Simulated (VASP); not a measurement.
Runs of VASP 6.6.1 on W. The structure is that of space group R-3m (No. 166), or close to it. The cells are those of the table. 

```tsv
cell	further INCAR settings	gap on the mesh (eV)	pressure (GPa)
a = 2.502 Å, angles 100.1°, 1 atom	ALGO = Fast; EDIFF = 1e-07; NBANDS = 13	none	56.3
a = 3.141 Å, angles 116.4°, 1 atom	ALGO = Fast; EDIFF = 1e-06; NBANDS = 13	none	236.6
a = 2.498 Å, angles 86.0°, 1 atom	ALGO = Fast; EDIFF = 1e-06; NBANDS = 13	none	51.4
a = 2.966 Å, angles 114.8°, 1 atom	ALGO = Fast; EDIFF = 1e-06; NBANDS = 13	none	(b)
a = 2.463 Å, angles 86.0°, 1 atom	ALGO = Fast; EDIFF = 1e-06; NBANDS = 13	none	70.2
a = 2.427 Å, angles 93.6°, 1 atom	ALGO = Fast; EDIFF = 1e-07; NBANDS = 13	none	93.2
a = 2.463 Å, angles 93.6°, 1 atom	ALGO = Fast; EDIFF = 1e-06; NBANDS = 13	none	70.4
a = 2.577 Å, angles 105.4°, 1 atom	ALGO = Fast; EDIFF = 1e-07; NBANDS = 13	none	39.7
a = 2.812 Å, angles 112.6°, 1 atom	ALGO = Fast; EDIFF = 1e-07; NBANDS = 13	none	(a)
```

Alike in all rows: task single point; level PBE; potentials or basis VASP PAW PBE potentials, release 64 (W_sv); no spin polarisation; k mesh 22 × 22 × 22; cutoff (eV) 520; smearing gaussian 0.15 eV.

**Question.** Fill in the values left out.

**Answer.** (a) 44.8; (b) 103.6.

Caveats: the cell stands under pressure; spin-orbit coupling is left out, which moves the levels of the heavy elements; atoms lie so close that the PAW spheres overlap strongly, which falsifies energies and pressures (at least some runs).

A k mesh can miss the band edges, and the runs leave out spin-orbit coupling on W.

A gap of «none» marks levels without a gap at the run's occupations.
